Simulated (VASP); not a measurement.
ZnCd2Te2: relaxation of the atoms with PBE

System: ZnCd2Te2, a slab with vacuum.

```xyz
5
Lattice="4.6795 0.0000 0.0000 -2.3397 4.0525 0.0000 0.0000 0.0000 20.0807" Properties=species:S:1:pos:R:3 pbc="T T T"
Te    0.0000    0.0000    4.0000
Te    0.0000    2.7017    8.1068
Cd    0.0000    2.7017    4.9552
Cd    2.3397    1.3508    8.5807
Zn    2.3397    4.0525    8.4207
```

| Item | Value |
| --- | --- |
| Program | VASP 6.6.1 |
| Task | relaxation of the atoms |
| Functional | PBE |
| Potentials or basis | VASP PAW PBE potentials, release 64 (Te, Cd, Zn) |
| Cutoff | 520 eV |
| k mesh | 6 × 6 × 1 |
| Occupations | gaussian, width 0.05 eV |
| Spin | no spin polarisation |
| Dipole correction | yes |
| Atoms held fixed (from 0) | [0, 1, 2, 3] |
| Further INCAR settings | ALGO = Normal; EDIFF = 1e-06; IBRION = 2; EDIFFG = -0.025; NSW = 36 |
| Atoms held along some axes (from 0) | atom 4 along a and b |

The band gap on the k mesh is zero (bands 24 and 25 overlap by 0.69 eV).

Final structure:
```cif
data_structure
_symmetry_space_group_name_H-M 'P 1'
_symmetry_Int_Tables_number 1
_cell_length_a 4.6795
_cell_length_b 4.6795
_cell_length_c 20.0807
_cell_angle_alpha 90.000
_cell_angle_beta 90.000
_cell_angle_gamma 120.000
_cell_volume 380.80
loop_
_atom_site_label
_atom_site_type_symbol
_atom_site_fract_x
_atom_site_fract_y
_atom_site_fract_z
_atom_site_occupancy
Te1 Te 0.00000 0.00000 0.19920 1
Te2 Te 0.33333 0.66667 0.40371 1
Cd1 Cd 0.33333 0.66667 0.24676 1
Cd2 Cd 0.66667 0.33333 0.42731 1
Zn1 Zn 0.00000 0.00000 0.34092 1
```

Levels at points of the mesh, in eV from the Fermi level:
```csv
k point,band 22,band 23,band 24,band 25,band 26,band 27
"(0.00, 0.00, 0.00)",-2.22,-2.01,-2.01,-0.66,1.31,1.31
"(0.50, 0.00, 0.00)",-3.30,-2.86,-1.56,0.28,0.57,2.05
```

Run time: 33 min on 1 thread of Intel Xeon 8259CL (shared host), peak memory 0.54 GiB.

Caveat: spin-orbit coupling is left out, which moves the levels of the heavy elements.
